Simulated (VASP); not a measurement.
A run of VASP 6.6.1:

INCAR

```
  PREC = Accurate
  ENCUT = 520
  EDIFF = 1E-6
  ISMEAR = 0
  SIGMA = 0.1
  LREAL = False
  LASPH = True
  NELM = 80
  ALGO = Normal
  ISIF = 2
  LWAVE = False
  LCHARG = True
  GGA = PE
  LELF = True
  LVHAR = True
  NBANDS = 31
```

KPOINTS

```
regular mesh
0
Gamma
  12 12 6
```

Contents of POSCAR:

```
Si2Mo
1.0
    1.6648882619     -4.3582757325      0.0000000000
    1.6648882619      4.3582757325      0.0000000000
    0.0000000000      0.0000000000      6.1429980190
Si Mo
4 2
Direct
    0.4046102736      0.5953897264      0.0208758600
    0.5953897264      0.4046102736      0.5208758600
    0.1941866489      0.8058133511      0.7928644799
    0.8058133511      0.1941866489      0.2928644799
    0.9136409077      0.0863590923      0.6863689998
    0.0863590923      0.9136409077      0.1863689998
```

Potentials or basis: VASP PAW PBE potentials, release 64 (Si, Mo_sv).

The run is started by

```sh
$ cat potpaw_PBE.64/Si/POTCAR potpaw_PBE.64/Mo_sv/POTCAR > POTCAR
$ mpirun -np 1 vasp_std > vasp.out
```

Hardware: 1 thread of Intel Xeon 8259CL, with other jobs on the host.

Question: Estimate the wall time of this run.

Answer: Run time: 9.5 min on 1 thread of Intel Xeon 8259CL, with other jobs on the host, peak memory 0.5 GiB. Counts: scf iterations 13, k points 172.
